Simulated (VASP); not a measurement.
# N2 in VASP: single point with PBE0

Aim: the single point of N2 with PBE0.

All numbers are computed with VASP 6.6.1; they aren't measurements. Logs are shortened: lines on timing, memory, paths and dates and some standing lists are left out, and cuts for length are marked.

## Step 1: The cell of the first run

The cell holds a molecule in a box, 2 atoms: a = 12.000 Å, b = 12.000 Å, c = 12.000 Å, α = 90.00°, β = 90.00°, γ = 90.00°.

## Step 2: Single point, PBE0

POSCAR

```
N
1.0
   12.0000000000      0.0000000000      0.0000000000
    0.0000000000     12.0000000000      0.0000000000
    0.0000000000      0.0000000000     12.0000000000
N
2
Direct
    0.5000000000      0.5000000000      0.4542500000
    0.5000000000      0.5000000000      0.5457500000
```

INCAR.step1

```
ALGO = Normal
EDIFF = 1E-5
ENCUT = 520
GGA = PE
ISIF = 2
ISMEAR = 0
LASPH = True
LCHARG = False
LREAL = False
LWAVE = True
NBANDS = 12
NELM = 80
PREC = Accurate
SIGMA = 0.01
```

INCAR.step2

```
AEXX = 0.25
ALGO = Normal
EDIFF = 1E-6
ENCUT = 520
GGA = PE
ISIF = 2
ISMEAR = 0
ISTART = 1
LASPH = True
LCHARG = False
LHFCALC = True
LREAL = False
LWAVE = False
NBANDS = 12
NELM = 80
PREC = Accurate
PRECFOCK = Normal
SIGMA = 0.01
```

KPOINTS

```
k-points
0
Gamma
  1 1 1
```

Potentials or basis: VASP PAW PBE potentials, release 64 (N).

On the command line:

```
cat potpaw_PBE.64/N/POTCAR > POTCAR
cp INCAR.step1 INCAR
mpirun -np 1 vasp_gam > vasp.out
cp INCAR.step2 INCAR
mpirun -np 1 vasp_gam > vasp.out
```

OUTCAR:

```text
AEXX = 0.25
   EDIFF = 1E-6
   ENCUT = 520
   GGA = PE
   ISIF = 2
   ISMEAR = 0
   ISTART = 1
   LASPH = True
   LHFCALC = True
   LREAL = False
   NELM = 80
   PREC = Accurate
   PRECFOCK = Normal

 ion  position               nearest neighbor table
   1  0.500  0.500  0.454-   2 1.10
   2  0.500  0.500  0.546-   1 1.10

  LATTYP: Found a simple cubic cell.
 ALAT       =    12.0000000000

  Lattice vectors:

 A1 = (  12.0000000000,   0.0000000000,   0.0000000000)
 A2 = (   0.0000000000,  12.0000000000,   0.0000000000)
 A3 = (   0.0000000000,   0.0000000000,  12.0000000000)

Analysis of symmetry for initial positions (statically):
=====================================================================
 Subroutine PRICEL returns:
 Original cell was already a primitive cell.

 Routine SETGRP: Setting up the symmetry group for a
 simple cubic supercell.

 Subroutine GETGRP returns: Found 16 space group operations
 (whereof 16 operations were pure point group operations)
 out of a pool of 48 trial point group operations.

The static configuration has the point symmetry D_4h.

Analysis of symmetry for dynamics (positions and initial velocities):
=====================================================================
 Subroutine PRICEL returns:
 Original cell was already a primitive cell.

 Routine SETGRP: Setting up the symmetry group for a
 simple cubic supercell.

 Subroutine GETGRP returns: Found 16 space group operations
 (whereof 16 operations were pure point group operations)
 out of a pool of 48 trial point group operations.

The dynamic configuration has the point symmetry D_4h.

 Subroutine INISYM returns: Found 16 space group operations
 (whereof 16 operations are pure point group operations),
 and found     1 'primitive' translations

----------------------------------------------------------------------------------------

                                     Primitive cell

  volume of cell :    1728.0000

  direct lattice vectors                    reciprocal lattice vectors
    12.000000000  0.000000000  0.000000000     0.083333333  0.000000000  0.000000000
     0.000000000 12.000000000  0.000000000     0.000000000  0.083333333  0.000000000
[... 66 lines left out ...]
   NFREE  =      0    steps in history (QN), initial steepest desc. (CG)
   ISIF   =      2    stress and relaxation
   ISYM   =      3    0-nonsym 1-usesym 2-fastsym
   POTIM  = 0.5000    time-step for ionic-motion
   TEBEG  =    0.0;   TEEND  =   0.0 temperature during run
   PSTRESS=    0.0 pullay stress
   NELECT =      10.0000    total number of electrons
   NUPDOWN=      -1.0000    fix difference up-down
   EMIN   =  10.00;   EMAX   =-10.00  energy-range for DOS
   EFERMI =   0.00;   METHOD = LEGACY
   ISMEAR =     0;   SIGMA  =   0.01  broadening in eV -4-tet -1-fermi 0-gaus
   EFERMI_NEDOS =   21; number of points for ismear=-14 and -15
   IALGO  =     38    algorithm
   IMIX   =      1    mixing-type and parameters
     AMIX     =   0.40;   BMIX     =  1.00
     AMIX_MAG =   1.60;   BMIX_MAG =  1.00
  volume/ion in A,a.u.               =     864.00      5830.56
  Fermi-wavevector in a.u.,A,eV,Ry     =   0.293918  0.555425  1.175381  0.086388
  Thomas-Fermi vector in A             =   1.156025
   LORBIT       =      0    0 simple, 1 ext, 2 COOP (PROOUT), +10 PAW based schemes
   GGA     = PE    functional components
   LHFCALC =     T    Hartree Fock is set to
   PRECFOCK=normal    Normal, Fast or Accurate (Low or Medium for compatibility)
   ENCUT4O =  -1.0   cutoff for four orbital integrals eV
   NKREDX  =     1    reduce k-point grid by
   NKREDY  =     1    reduce k-point grid by
   NKREDZ  =     1    reduce k-point grid by
   AEXX    =    0.2500 exact exchange contribution
   HFSCREEN=    0.0000 screening length (either q_TF or 0.3 A-1)
   HFSCREENC=   0.0000 screening length for correlation (either q_TF or 0.3 A-1)
   ENCUTFOCK=  -1.0 apply spherical cutoff to Coloumb kernel
   IVDW    =     0    specifies the selected vdW correction
   LEPSILON=     F    determine dielectric tensor
   LRPA    =     F    only Hartree local field effects (RPA)
 non-spin polarized calculation
 Gauss-broadening in eV      SIGMA  =   0.01
  energy-cutoff  :      520.00
  volume of cell :     1728.00
 maximum number of plane-waves:     23293
 NGX is ok and might be reduce to    90
  NGX = 70; NGY = 70; NGZ = 70

 number of electron       9.9999999 magnetization

 Free energy of the ion-electron system (eV)
  ---------------------------------------------------
  ext. energy  EPLUGINS =         0.00000000
  ---------------------------------------------------
  free energy    TOTEN  =       -21.69213399 eV

  energy without entropy =      -21.69213399  energy(sigma->0) =      -21.69213399

 E-fermi : -11.9539     XC(G=0):  -0.3367

 val. band max:      -12.0744631079   @ k =   0.0000   0.0000   0.0000
 cond. band min:      -0.5646899661   @ k =   0.0000   0.0000   0.0000
 fundamental gap:     11.5097731418
 Fermi energy:       -11.9539428473

 k-point     1 :       0.0000    0.0000    0.0000
  band No.  band energies     occupation
      1     -31.5776      2.00000
      2     -15.5450      2.00000
      3     -13.1553      2.00000
      4     -13.1553      2.00000
      5     -12.0745      2.00000
      6      -0.5647      0.00000
      7      -0.5647      0.00000
      8      -0.0936      0.00000
      9       0.8917      0.00000
     10       0.8917      0.00000
     11       0.8976      0.00000
     12       0.9343      0.00000

------------------------ aborting loop because EDIFF is reached ----------------------------------------

  FORCE on cell =-STRESS in cart. coord.  units (eV):
  Direction    XX          YY          ZZ          XY          YZ          ZX
  --------------------------------------------------------------------------------------
  -------------------------------------------------------------------------------------
  Total       -0.0793512     -0.0793512      0.7128031      0.0000000     -0.0000000     -0.0000000
  in kB       -0.0735733     -0.0735733      0.6609010      0.0000000     -0.0000000     -0.0000000
  external PRESSURE =       0.1712515 kB  Pullay stress =       0.0000000 kB

 VOLUME and BASIS-vectors are now :
 -----------------------------------------------------------------------------
  energy-cutoff  :      520.00
  volume of cell :     1728.00
      direct lattice vectors                 reciprocal lattice vectors
    12.000000000  0.000000000  0.000000000     0.083333333  0.000000000  0.000000000
     0.000000000 12.000000000  0.000000000     0.000000000  0.083333333  0.000000000
     0.000000000  0.000000000 12.000000000     0.000000000  0.000000000  0.083333333

 POSITION                                       TOTAL-FORCE (eV/Angst)
 -----------------------------------------------------------------------------------
      6.00000      6.00000      5.45100         0.000000     -0.000000     -0.766425
      6.00000      6.00000      6.54900        -0.000000      0.000000      0.766425
 -----------------------------------------------------------------------------------
    total drift:                                0.000000     -0.000000     -0.000000

  FREE ENERGIE OF THE ION-ELECTRON SYSTEM (eV)
  ---------------------------------------------------
  free  energy   TOTEN  =       -21.6921339902 eV

  energy  without entropy=      -21.6921339902  energy(sigma->0) =      -21.69213399
```

OUTCAR.step1:

```text
EDIFF = 1E-5
   ENCUT = 520
   GGA = PE
   ISIF = 2
   ISMEAR = 0
[... 213 lines left out ...]
 -----------------------------------------------------------------------------------
      6.00000      6.00000      5.45100         0.000000      0.000000     -2.431089
      6.00000      6.00000      6.54900         0.000000     -0.000000      2.431089
 -----------------------------------------------------------------------------------
    total drift:                                0.000000      0.000000      0.000000

  FREE ENERGIE OF THE ION-ELECTRON SYSTEM (eV)
  ---------------------------------------------------
  free  energy   TOTEN  =       -16.6338795830 eV

  energy  without entropy=      -16.6338795830  energy(sigma->0) =      -16.63387958
```

OSZICAR.step1:

```text
N       E                     dE             d eps       ncg     rms          rms(c)
DAV:   1     0.961949676518E+02    0.96195E+02   -0.20734E+03    32   0.417E+02
DAV:   2     0.213385127718E+02   -0.74856E+02   -0.73791E+02    44   0.917E+01
DAV:   3    -0.141836640993E+02   -0.35522E+02   -0.35490E+02    36   0.679E+01
DAV:   4    -0.175338749679E+02   -0.33502E+01   -0.33495E+01    48   0.216E+01
DAV:   5    -0.175392174005E+02   -0.53424E-02   -0.53424E-02    32   0.106E+00    0.807E+00
DAV:   6    -0.168084257743E+02    0.73079E+00   -0.10061E+00    24   0.648E+00    0.458E+00
DAV:   7    -0.166369971321E+02    0.17143E+00   -0.74646E-01    36   0.546E+00    0.120E+00
DAV:   8    -0.166297975282E+02    0.71996E-02   -0.53370E-02    24   0.161E+00    0.206E-01
DAV:   9    -0.166300350109E+02   -0.23748E-03   -0.14695E-03    32   0.288E-01    0.111E-01
DAV:  10    -0.166313912506E+02   -0.13562E-02   -0.18570E-04    24   0.752E-02    0.406E-02
DAV:  11    -0.166320404812E+02   -0.64923E-03   -0.32465E-04    24   0.897E-02    0.289E-02
DAV:  12    -0.166330192786E+02   -0.97880E-03   -0.20000E-04    32   0.652E-02    0.274E-02
DAV:  13    -0.166332715376E+02   -0.25226E-03   -0.20417E-05    32   0.187E-02    0.134E-02
DAV:  14    -0.166336903324E+02   -0.41879E-03   -0.28865E-05    24   0.256E-02    0.790E-03
DAV:  15    -0.166338136040E+02   -0.12327E-03   -0.66528E-06    24   0.123E-02    0.756E-03
DAV:  16    -0.166338507616E+02   -0.37158E-04   -0.18601E-06    24   0.747E-03    0.124E-03
DAV:  17    -0.166338751666E+02   -0.24405E-04   -0.51105E-07    32   0.344E-03    0.316E-03
DAV:  18    -0.166338795830E+02   -0.44164E-05   -0.80540E-08    32   0.135E-03
   1 F= -.16633880E+02 E0= -.16633880E+02  d E =-.975166E-18
```

Run time: 61 s. Hardware: 1 thread of AMD EPYC 9R45 (Zen 5), shared host; peak memory 1.1 GiB.

What came out:

```
Free energy                     : -21.6921 eV
Largest force                   : 0.766 eV/Å
Gap between the frontier levels : 11.51 eV
```

Forces in eV/Å, atoms in the order of the input:
```
N    0.000  0.000 -0.766
N    0.000  0.000  0.766
```

Levels at points of the mesh, in eV from the valence-band top:
| k point | band 2 | band 3 | band 4 | band 5 | band 6 | band 7 | band 8 | band 9 |
| --- | --- | --- | --- | --- | --- | --- | --- | --- |
| (0.00, 0.00, 0.00) | -3.47 | -1.08 | -1.08 | 0.00 | 11.51 | 11.51 | 11.98 | 12.97 |

Caveat: the standard files for N, O and F lose accuracy on very short bonds; the PAW data sets were made with another functional, which shifts forces and pressure a little.
